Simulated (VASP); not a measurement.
Wanted: the native input for a VASP 6.6.1 run.

| Item | Value |
| --- | --- |
| Task | single point |
| Functional | PBE |
| Potentials or basis | VASP PAW PBE potentials, release 64 (Sc_sv) |
| Cutoff | 520 eV |
| k mesh | 13 × 13 × 13 |
| Occupations | fermi-dirac, width 0.08 eV |
| Spin | no spin polarisation |
| Dipole correction | no |
| Further INCAR settings | ALGO = Normal; EDIFF = 1e-07; NBANDS = 12 |

The structure of Sc lies in POSCAR:

```
Sc
1.0
    2.8679318341      0.0000000000      0.0000000000
    0.0000000000      2.8679318341      0.0000000000
    0.0000000000      0.0000000000      2.8679318341
Sc
1
Direct
    0.0000000000      0.0000000000      0.0000000000
```

This isn't the form of Sc at room conditions, which is hcp.

These files were run (other wordings do the same):

INCAR

```
SYSTEM = Sc
  PREC = Accurate
  ENCUT = 520
  EDIFF = 1E-7
  ISMEAR = -1
  SIGMA = 0.08
  LREAL = .FALSE.
  LASPH = .TRUE.
  NELM = 60
  ALGO = Normal
  ISIF = 2
  LWAVE = .FALSE.
  LCHARG = .FALSE.
  GGA = PE
  NBANDS = 12
```

KPOINTS

```
Automatic mesh
0
G
  13 13 13
  0 0 0
```

Potentials or basis: VASP PAW PBE potentials, release 64 (Sc_sv).

Command:

```console
$ cat potpaw_PBE.64/Sc_sv/POTCAR > POTCAR
$ mpirun -np 1 vasp_std > vasp.out
```

It gave:

The pressure is 4.4 GPa. The band gap on the k mesh is zero (an odd number of electrons rules out a gap without spin polarisation).

Caveat: the cell stands under pressure.

It took 23 s on 1 thread of Intel Xeon 8259CL, on a shared host, peak memory 0.15 GiB.
